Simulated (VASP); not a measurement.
# Mg2O (I4/mcm) in VASP: relaxation of cell and atoms with PBE

Aim: the relaxation of cell and atoms of Mg2O with PBE.

Program: VASP 6.6.1. These are calculated values, not measurements. Logs are shortened: lines on timing, memory, paths and dates and some standing lists are left out, and cuts for length are marked.

### Step 1. The cell of the first run

Symmetry: I4/mcm, No. 140, tetragonal system. The conventional cell has a = 5.739 Å, b = 5.739 Å, c = 4.773 Å, α = 90.00°, β = 90.00°, γ = 90.00°. Within 3.2 Å of Mg (site symmetry m2m) lie 4 O at 2.45 Å and 11 Mg at 2.70 to 3.05 Å. Within 3.2 Å of O (site symmetry 422) lie 2 O at 2.39 Å and 8 Mg at 2.45 Å.

The cell was generated, and may not be a known phase.

### Step 2. Relaxation of cell and atoms, PBE

File INCAR:

```
ALGO     = Normal         # electronic algorithm
EDIFF    = 1E-7           # SCF threshold, eV
EDIFFG   = -0.08          # ionic threshold
ENCUT    = 840            # plane-wave cutoff, eV
GGA      = PE             # functional
GGA_COMPAT= False        
IBRION   = 2              # ionic algorithm
ISIF     = 3              # what is computed and relaxed
ISMEAR   = 0              # smearing method
LASPH    = True           # aspherical terms in the spheres
LCHARG   = False          # write CHGCAR
LREAL    = False          # projectors in reciprocal space
LWAVE    = False          # write WAVECAR
NELM     = 120            # most SCF steps
NELMIN   = 4            
NSW      = 36             # ionic steps
PREC     = Accurate       # precision mode
SIGMA    = 0.2            # smearing width, eV
```

File KPOINTS:

```
k-points
0
Gamma
  4 4 4
```

File POSCAR:

```
Mg2O
1.0
   -2.8694689200      2.8694689200      2.3864500200
    2.8694689200     -2.8694689200      2.3864500200
    2.8694689200      2.8694689200     -2.3864500200
Mg O
4 2
Direct
    0.6661000000      0.1661000000      0.8321999900
    0.1661000000      0.3339000000      0.5000000000
    0.3339000000      0.8339000000      0.1678000100
    0.8339000000      0.6661000000      0.5000000000
    0.2500000000      0.2500000000      0.0000000000
    0.7500000000      0.7500000000      0.0000000000
```

Potentials or basis: VASP PAW PBE potentials, release 64 (Mg_sv, O).

Command:

```
cat potpaw_PBE.64/Mg_sv/POTCAR potpaw_PBE.64/O/POTCAR > POTCAR
mpirun -np 1 vasp_std > vasp.out
```

OUTCAR:

```text
EDIFF = 1E-7
   EDIFFG = -0.08
   ENCUT = 840
   GGA = PE
   IBRION = 2
   ISIF = 3
   ISMEAR = 0
   LASPH = True
   LREAL = False
   NELM = 120
   NELMIN = 4
   NSW = 36
   PREC = Accurate

 ion  position               nearest neighbor table
   1  0.666  0.166  0.832-
   2  0.166  0.334  0.500-
   3  0.334  0.834  0.168-
   4  0.834  0.666  0.500-
   5  0.250  0.250  0.000-
   6  0.750  0.750  0.000-

  LATTYP: Found a body centered tetragonal cell.
 ALAT       =     5.7389378400
 C/A-ratio  =     0.8316695830

  Lattice vectors:

 A1 = (  -2.8694689200,   2.8694689200,   2.3864500200)
 A2 = (   2.8694689200,  -2.8694689200,   2.3864500200)
 A3 = (   2.8694689200,   2.8694689200,  -2.3864500200)

Analysis of symmetry for initial positions (statically):
=====================================================================
 Subroutine PRICEL returns:
 Original cell was already a primitive cell.

 Routine SETGRP: Setting up the symmetry group for a
 body centered tetragonal supercell.

 Subroutine GETGRP returns: Found 16 space group operations
 (whereof  8 operations were pure point group operations)
 out of a pool of 16 trial point group operations.

The static configuration has the point symmetry C_4h.
 The point group associated with its full space group is D_4h.

Analysis of symmetry for dynamics (positions and initial velocities):
=====================================================================
 Subroutine PRICEL returns:
 Original cell was already a primitive cell.

 Routine SETGRP: Setting up the symmetry group for a
 body centered tetragonal supercell.

 Subroutine GETGRP returns: Found 16 space group operations
 (whereof  8 operations were pure point group operations)
 out of a pool of 16 trial point group operations.

The dynamic configuration has the point symmetry C_4h.
 The point group associated with its full space group is D_4h.

 Subroutine INISYM returns: Found 16 space group operations
 (whereof  8 operations are pure point group operations),
 and found     1 'primitive' translations

----------------------------------------------------------------------------------------

                                     Primitive cell

  volume of cell :      78.5987

  direct lattice vectors                    reciprocal lattice vectors
    -2.869468920  2.869468920  2.386450020     0.000000000  0.174248272  0.209516225
     2.869468920 -2.869468920  2.386450020     0.174248272  0.000000000  0.209516225
     2.869468920  2.869468920 -2.386450020     0.174248272  0.174248272  0.000000000

  length of vectors
     4.707743352  4.707743352  4.707743352     0.272505979  0.272505979  0.246424269

  position of ions in fractional coordinates (direct lattice)
     0.666100000  0.166100000  0.832199990
     0.166100000  0.333900000  0.500000000
     0.333900000  0.833900000  0.167800010
     0.833900000  0.666100000  0.500000000
     0.250000000  0.250000000  0.000000000
     0.750000000  0.750000000  0.000000000

  ion indices of the primitive-cell ions
   primitive index   ion index
                 1           1
                 2           2
                 3           3
                 4           4
                 5           5
                 6           6

----------------------------------------------------------------------------------------

 KPOINTS: k-points

Automatic generation of k-mesh.
 Grid dimensions read from file:
 generate k-points for:    4    4    4

 Generating k-lattice:

  Cartesian coordinates                     Fractional coordinates (reciprocal lattice)
     0.000000000  0.043562068  0.052379056     0.250000000  0.000000000  0.000000000
     0.043562068  0.000000000  0.052379056     0.000000000  0.250000000  0.000000000
     0.043562068  0.043562068  0.000000000     0.000000000  0.000000000  0.250000000

  Length of vectors
     0.068126495  0.068126495  0.061606067

  Shift w.r.t. Gamma in fractional coordinates (k-lattice)
     0.000000000  0.000000000  0.000000000

 Subroutine IBZKPT returns following result:
 ===========================================

 Found     13 irreducible k-points:

 Following reciprocal coordinates:
            Coordinates               Weight
  0.000000  0.000000  0.000000      1.000000
  0.250000  0.000000 -0.000000      8.000000
  0.500000  0.000000 -0.000000      4.000000
  0.250000  0.250000 -0.000000      8.000000
  0.500000  0.250000 -0.000000     16.000000
 -0.250000  0.250000  0.000000      4.000000
  0.500000  0.500000 -0.000000      2.000000
  0.250000  0.250000  0.250000      2.000000
 -0.250000  0.250000  0.250000      4.000000
  0.500000  0.500000  0.250000      4.000000
 -0.250000  0.500000  0.250000      8.000000
 -0.250000 -0.250000  0.250000      2.000000
  0.500000  0.500000  0.500000      1.000000
   k-points           NKPTS =     13   k-points in BZ     NKDIM =     13   number of bands    NBANDS=     31
   number of dos      NEDOS =    301   number of ions     NIONS =      6
   total plane-waves  NPLWV = 110592
   dimension x,y,z NGX =    48 NGY =   48 NGZ =   48
   dimension x,y,z NGXF=    96 NGYF=   96 NGZF=   96
   ions per type =               4   2
   NGX,Y,Z   is equivalent  to a cutoff of  16.95, 16.95, 16.95 a.u.
   NGXF,Y,Z  is equivalent  to a cutoff of  33.90, 33.90, 33.90 a.u.
 SYSTEM =  unknown system
   PREC   = accura    normal or accurate (medium, high low for compatibility)
   ISTART =      0    job   : 0-new  1-cont  2-samecut
   ICHARG =      2    charge: 1-file 2-atom 10-const
   ISPIN  =      1    spin polarized calculation?
   LNONCOLLINEAR =      F non collinear calculations
   LSORBIT =      F    spin-orbit coupling
   LASPH  =      T    aspherical Exc in radial PAW
   ENCUT  =  840.0 eV  61.74 Ry    7.86 a.u.  11.13 11.13 11.13*2*pi/ulx,y,z
   NELM   =    120;   NELMIN=  4; NELMDL= -5     # of ELM steps
   EDIFF  = 0.1E-06   stopping-criterion for ELM
   LREAL  =      F    real-space projection
   EDIFFG = -.8E-01   stopping-criterion for IOM
   NSW    =     36    number of steps for IOM
   IBRION =      2    ionic relax: 0-MD 1-quasi-New 2-CG
   NFREE  =      1    steps in history (QN), initial steepest desc. (CG)
   ISIF   =      3    stress and relaxation
   ISYM   =      2    0-nonsym 1-usesym 2-fastsym
   POTIM  = 0.5000    time-step for ionic-motion
   TEBEG  =    0.0;   TEEND  =   0.0 temperature during run
   PSTRESS=    0.0 pullay stress
   NELECT =      52.0000    total number of electrons
   NUPDOWN=      -1.0000    fix difference up-down
   EMIN   =  10.00;   EMAX   =-10.00  energy-range for DOS
   EFERMI =   0.00;   METHOD = LEGACY
   ISMEAR =     0;   SIGMA  =   0.20  broadening in eV -4-tet -1-fermi 0-gaus
   EFERMI_NEDOS =   21; number of points for ismear=-14 and -15
   IALGO  =     38    algorithm
   IMIX   =      4    mixing-type and parameters
     AMIX     =   0.40;   BMIX     =  1.00
     AMIX_MAG =   1.60;   BMIX_MAG =  1.00
  volume/ion in A,a.u.               =      13.10        88.40
  Fermi-wavevector in a.u.,A,eV,Ry     =   1.426497  2.695688 27.686404  2.034893
  Thomas-Fermi vector in A             =   2.546768
   LORBIT       =      0    0 simple, 1 ext, 2 COOP (PROOUT), +10 PAW based schemes
   GGA     = PE    functional components
   LHFCALC =     F    Hartree Fock is set to
   AEXX    =    0.0000 exact exchange contribution
   IVDW    =     0    specifies the selected vdW correction
   LEPSILON=     F    determine dielectric tensor
   LRPA    =     F    only Hartree local field effects (RPA)
 conjugate gradient relaxation of ions
 non-spin polarized calculation
 Gauss-broadening in eV      SIGMA  =   0.20
  energy-cutoff  :      840.00
  volume of cell :       78.60
 maximum number of plane-waves:      4375
 NGX is ok and might be reduce to    48
   NGX = 23   NGY = 23   NGZ = 23

--------------------------------------- Ionic step        1  -------------------------------------------

 number of electron      52.0000025 magnetization

 Free energy of the ion-electron system (eV)
  ---------------------------------------------------
  ext. energy  EPLUGINS =         0.00000000
  ---------------------------------------------------
  free energy    TOTEN  =       -20.20318218 eV

  energy without entropy =      -20.13545940  energy(sigma->0) =      -20.16932079

 E-fermi :   4.4411     XC(G=0): -10.3344

 val. band max:        4.3684284279   @ k =   0.2500   0.2500   0.2500
 cond. band min:       4.6427228894   @ k =  -0.2500   0.2500   0.2500
 fundamental gap:      0.2742944615
 Fermi energy:         4.4411096845

 k-point     1 :       0.0000    0.0000    0.0000
  band No.  band energies     occupation
      1     -71.5570      2.00000
      2     -71.5491      2.00000
      3     -71.5405      2.00000
      4     -71.5405      2.00000
      5     -38.3602      2.00000
      6     -38.3602      2.00000
[... 493 lines left out ...]
 POSITION                                       TOTAL-FORCE (eV/Angst)
 -----------------------------------------------------------------------------------
      0.95509      3.75233      0.00000         0.656499      0.656499     -0.000000
      1.84216      0.95509      0.00000        -0.656499      0.656499      0.000000
      1.84216     -0.95509      2.67389        -0.656499     -0.656499      0.000000
      0.95509      1.84216      2.67389         0.656499     -0.656499      0.000000
      2.79725      2.79725     -1.33695        -0.000000      0.000000      0.000000
      2.79725      2.79725      1.33695        -0.000000      0.000000      0.000000
 -----------------------------------------------------------------------------------
    total drift:                               -0.000000     -0.000000      0.000000

  FREE ENERGIE OF THE ION-ELECTRON SYSTEM (eV)
  ---------------------------------------------------
  free  energy   TOTEN  =       -21.5234687966 eV

  energy  without entropy=      -21.4700380569  energy(sigma->0) =      -21.49675343

--------------------------------------- Ionic step        3  -------------------------------------------

 number of electron      52.0000009 magnetization

 E-fermi :   3.9324     XC(G=0):  -9.8837

 val. band max:        3.7806428154   @ k =  -0.2500   0.2500   0.2500
 cond. band min:       4.2391572809   @ k =   0.5000   0.5000   0.5000
 fundamental gap:      0.4585144654
 Fermi energy:         3.9324111780

 k-point     1 :       0.0000    0.0000    0.0000
  band No.  band energies     occupation
      1     -72.2507      2.00000
      2     -72.2414      2.00000
      3     -72.2402      2.00000
      4     -72.2402      2.00000
      5     -39.0441      2.00000
      6     -39.0257      2.00000
[... 573 lines left out ...]
 POSITION                                       TOTAL-FORCE (eV/Angst)
 -----------------------------------------------------------------------------------
      1.04504      3.74167      0.00000        -0.032023     -0.032023      0.000000
      1.65159      1.04504      0.00000         0.032023     -0.032023     -0.000000
      1.65159     -1.04504      2.83447         0.032023      0.032023     -0.000000
      1.04504      1.65159      2.83447        -0.032023      0.032023     -0.000000
      2.69663      2.69663     -1.41724        -0.000000      0.000000     -0.000000
      2.69663      2.69663      1.41724         0.000000      0.000000     -0.000000
 -----------------------------------------------------------------------------------
    total drift:                                0.000000     -0.000000      0.000000

  FREE ENERGIE OF THE ION-ELECTRON SYSTEM (eV)
  ---------------------------------------------------
  free  energy   TOTEN  =       -22.0499077478 eV

  energy  without entropy=      -22.0417873236  energy(sigma->0) =      -22.04584754

--------------------------------------- Ionic step        7  -------------------------------------------

 number of electron      52.0000013 magnetization

 Free energy of the ion-electron system (eV)
  ---------------------------------------------------
  ext. energy  EPLUGINS =         0.00000000
  ---------------------------------------------------
  free energy    TOTEN  =       -22.05197159 eV

  energy without entropy =      -22.04395276  energy(sigma->0) =      -22.04796218

 E-fermi :   4.4351     XC(G=0): -10.1006

 val. band max:        4.2837719010   @ k =  -0.2500   0.2500   0.2500
 cond. band min:       4.7517014229   @ k =   0.5000   0.5000   0.5000
 fundamental gap:      0.4679295218
 Fermi energy:         4.4351163696

 k-point     1 :       0.0000    0.0000    0.0000
  band No.  band energies     occupation
      1     -71.8596      2.00000
      2     -71.8478      2.00000
      3     -71.8478      2.00000
      4     -71.8446      2.00000
      5     -38.6517      2.00000
      6     -38.6456      2.00000
[... 453 lines left out ...]
 POSITION                                       TOTAL-FORCE (eV/Angst)
 -----------------------------------------------------------------------------------
      1.03700      3.72608      0.00000        -0.000321     -0.000321     -0.000000
      1.65207      1.03700      0.00000         0.000321     -0.000321     -0.000000
      1.65207     -1.03700      2.83895         0.000321      0.000321      0.000000
      1.03700      1.65207      2.83895        -0.000321      0.000321      0.000000
      0.00000      0.00000      1.41947         0.000000     -0.000000     -0.000000
      0.00000      0.00000      4.25842         0.000000     -0.000000     -0.000000
 -----------------------------------------------------------------------------------
    total drift:                               -0.000000      0.000000     -0.000000

  FREE ENERGIE OF THE ION-ELECTRON SYSTEM (eV)
  ---------------------------------------------------
  free  energy   TOTEN  =       -22.0519715937 eV

  energy  without entropy=      -22.0439527631  energy(sigma->0) =      -22.04796218

 reached required accuracy - stopping structural energy minimisation
```

It took 7.3 min on 1 thread of Intel Xeon Platinum 8259CL at 2.50GHz (Skylake/Cascade Lake), shared host; peak memory 0.34 GiB.

What came out:

```yaml
Free_energy: -22.0520 eV
Relaxed_volume: 13.69 Å³/atom
Relaxed_cell: a = 4.746 Å, b = 4.746 Å, c = 4.746 Å, α = 110.97°, β = 110.97°, γ = 106.52°
Space_group_after_relaxing_to_0.1_Å: I4/mcm (No. 140)
Energy_gained_by_relaxing: 308.1 meV/atom
Ionic_steps: 7
Pressure_after_relaxing: 0.4 GPa
Band_gap_on_the_k_mesh: zero (bands 26 and 27 overlap by 1.35 eV)
```

The path:
```
step  energy change (eV)  largest force (eV/Å)  pressure (GPa)  volume (Å³)
   1              0.0000                0.7771            5.92        78.60
   2             -1.3203                0.9284           -1.17        83.69
   3             -1.5592                0.9448           -2.91        86.62
   4             -1.7527                0.5664           -0.65        83.63
   5             -1.8058                0.2374            2.25        80.64
   6             -1.8467                0.0453            0.04        82.45
   7             -1.8488                0.0005            0.41        82.12
```

Final structure:
```yaml
crystal:
  lattice:
    - [-2.68908, 2.68908, 2.83895]
    - [2.68908, -2.68908, 2.83895]
    - [2.68908, 2.68908, -2.83895]
  atoms:
    - { symbol: Mg, position: [0.69282, 0.19282, 0.88564] }
    - { symbol: Mg, position: [0.19282, 0.30718, 0.50000] }
    - { symbol: Mg, position: [0.30718, 0.80718, 0.11436] }
    - { symbol: Mg, position: [0.80718, 0.69282, 0.50000] }
    - { symbol: O, position: [0.25000, 0.25000, 0.00000] }
    - { symbol: O, position: [0.75000, 0.75000, 0.00000] }
```

Levels at points of the mesh, in eV from the Fermi level:
| k point | band 22 | band 23 | band 24 | band 25 | band 26 | band 27 | band 28 | band 29 | band 30 | band 31 |
| --- | --- | --- | --- | --- | --- | --- | --- | --- | --- | --- |
| (0.00, 0.00, 0.00) | -4.92 | -4.89 | -4.89 | -2.90 | 0.64 | 1.69 | 2.00 | 2.00 | 3.78 | 5.91 |
| (0.50, 0.00, 0.00) | -5.18 | -4.76 | -4.76 | -1.40 | -1.40 | 2.05 | 2.05 | 3.91 | 3.91 | 5.03 |
| (0.50, 0.50, 0.00) | -4.67 | -4.02 | -2.88 | -1.08 | -1.04 | -0.70 | 2.62 | 3.06 | 3.11 | 6.06 |
| (0.50, 0.50, 0.50) | -4.13 | -4.13 | -2.90 | -2.86 | -0.41 | 0.32 | 2.51 | 2.51 | 4.25 | 5.65 |

Caveat: the k points lie up to 0.40 Å⁻¹ apart in the final cell, too coarse for converged energies and pressures of a metal.

The gap in the log of VASP goes by the Fermi energy; the results here count the filled bands.